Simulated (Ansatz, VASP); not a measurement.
# One calculation of Pt, two programs

The input INCAR:

```
  PREC = Accurate
  ENCUT = 520
  EDIFF = 1E-6
  ISMEAR = 0
  SIGMA = 0.15
  LREAL = F
  LASPH = T
  NELM = 80
  ALGO = Fast
  ISIF = 2
  LWAVE = F
  LCHARG = T
  GGA = PS
  LELF = T
  LVHAR = T
  NBANDS = 11
```

Contents of KPOINTS:

```
Automatic mesh
0
Gamma
  20 20 20
```

POSCAR

```
Pt
1.0
    0.0000000000      1.8600050000      2.0068475000
    1.8600050000      0.0000000000      2.0068475000
    1.8600050000      1.8600050000      0.0000000000
Pt
1
Direct
    0.0000000000      0.0000000000      0.0000000000
```

Input for Ansatz:

```yaml
crystal:
  lattice:
    - [0.0, 1.860005, 2.0068475]
    - [1.860005, 0.0, 2.0068475]
    - [1.860005, 1.860005, 0.0]
  atoms:
    - { symbol: Pt, position: [0.0, 0.0, 0.0] }
basis:
  ecutwfc: 420
kpoints:
  mp_grid: { grid: [20, 20, 20] }
hamiltonian:
  xc: pbesol
scf:
  occupations: { method: gaussian, width: 0.15 }
output:
  forces: true
  stress: true
  eigenvalues: true
```

Change from the starting cell: strain -0.050 along x and y, +0.025 along z, atoms carried along.

Alike in both runs: task single point; functional PBEsol; k mesh 20 × 20 × 20; occupations gaussian, width 0.15 eV; no spin polarisation.

|  | VASP | Ansatz |
| --- | --- | --- |
| version | VASP 6.6.1 | Ansatz 0.2.0 |
| potentials or method | VASP PAW PBE potentials, release 64 (Pt), cutoff 520 eV | scalar-relativistic, plane waves, PAW |
| valence electrons in the cell | 10 | 18 |

```csv
,VASP,Ansatz,Ansatz less VASP
gap on the k mesh at the Fermi level (eV),none,none,-
pressure (GPa),29.1,29.4,+0.28
"traceless stress, the component that is largest in VASP (GPa)",-9.01,-9.03,-0.020
```

VASP's potentials were made for PBE, not for PBEsol. A gap of «none» marks a metal or a gap that the smearing closes. Both programs put the cell under a high pressure, so it lies far from rest at this level. VASP's potentials hold 10 valence electrons a cell and Ansatz's 18, so a difference there can come from the potentials and not from the codes.

Neither program's run includes spin-orbit coupling.
